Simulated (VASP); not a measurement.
Set up this calculation in VASP 6.6.1, as the native input.

```
Task                   : single point
Functional             : PBE
Potentials or basis    : VASP PAW PBE potentials, release 64 (Sn_d, Te)
Cutoff                 : 520 eV
k mesh                 : 10 × 10 × 10
Occupations            : gaussian, width 0.03 eV
Spin                   : no spin polarisation
Dipole correction      : no
Further INCAR settings : ALGO = Normal; EDIFF = 1e-06; NBANDS = 17
```

The structure of SnTe lies in POSCAR:

```
SnTe
1.0
    0.0000000000      3.0618050000      3.0618050000
    3.0618050000      0.0000000000      3.0618050000
    3.0618050000      3.0618050000      0.0000000000
Sn Te
1 1
Direct
    0.0000000000      0.0000000000      0.0000000000
    0.5000000000      0.5000000000      0.5000000000
```

This cell differs from its parent crystal: strain -0.030 along x and y, -0.030 along z.

One way to write it, as run:

INCAR

```
ALGO = Normal
EDIFF = 1E-6
ENCUT = 520
GGA = PE
ISIF = 2
ISMEAR = 0
LASPH = True
LCHARG = False
LREAL = False
LWAVE = False
NBANDS = 17
NELM = 80
PREC = Accurate
SIGMA = 0.03
```

KPOINTS

```
k-points
0
Gamma
  10 10 10
```

Potentials or basis: VASP PAW PBE potentials, release 64 (Sn_d, Te).

Run with:

```console
$ cat potpaw_PBE.64/Sn_d/POTCAR potpaw_PBE.64/Te/POTCAR > POTCAR
$ mpirun -np 1 vasp_std > vasp.out
```

It gave:

```json
{
  "Pressure": "7.5 GPa",
  "Band gap on the k mesh": "0.27 eV, direct"
}
```

Caveat: the cell differs from its parent crystal (strain -0.030 along x and y, -0.030 along z); spin-orbit coupling is left out, which moves the levels of the heavy elements.

Run time: 17 s on 1 thread of Intel(R) Xeon(R) 6975P-C (Granite Rapids), with other jobs on the host, peak memory 0.19 GiB.
